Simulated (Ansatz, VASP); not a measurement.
## Zn: VASP beside Ansatz

```
Zn
1.0
     2.58904    0.00000    0.00000
    -1.29452    2.24217    0.00000
     0.00000    0.00000    4.91458
Zn
2
Direct
  0.33333 0.66667 0.25000
  0.66667 0.33333 0.75000
```

Alike in both runs: functional r2SCAN; dispersion rVV10; k mesh 18 × 18 × 10; occupations gaussian, width 0.1 eV; no spin polarisation.

Ansatz relaxed the structure, and its values are those at the end. VASP's run is a single point on that final structure, the one shown.

|  | VASP | Ansatz |
| --- | --- | --- |
| version | VASP 6.6.1 | Ansatz 0.2.0 |
| potentials or method | VASP PAW PBE potentials, release 64 (Zn), cutoff 520 eV | scalar-relativistic, plane waves, PAW |
| valence electrons in the cell | 24 | 24 |

VASP gave:

- gap on the k mesh at the Fermi level (eV): none
- pressure (GPa): 0.6

Task: What did Ansatz give for the same quantities?

Result: gap on the k mesh at the Fermi level (eV): none; pressure (GPa): 0.0.

VASP's potentials were made for PBE, not for r2SCAN. A gap of «none» marks a metal or a gap that the smearing closes.
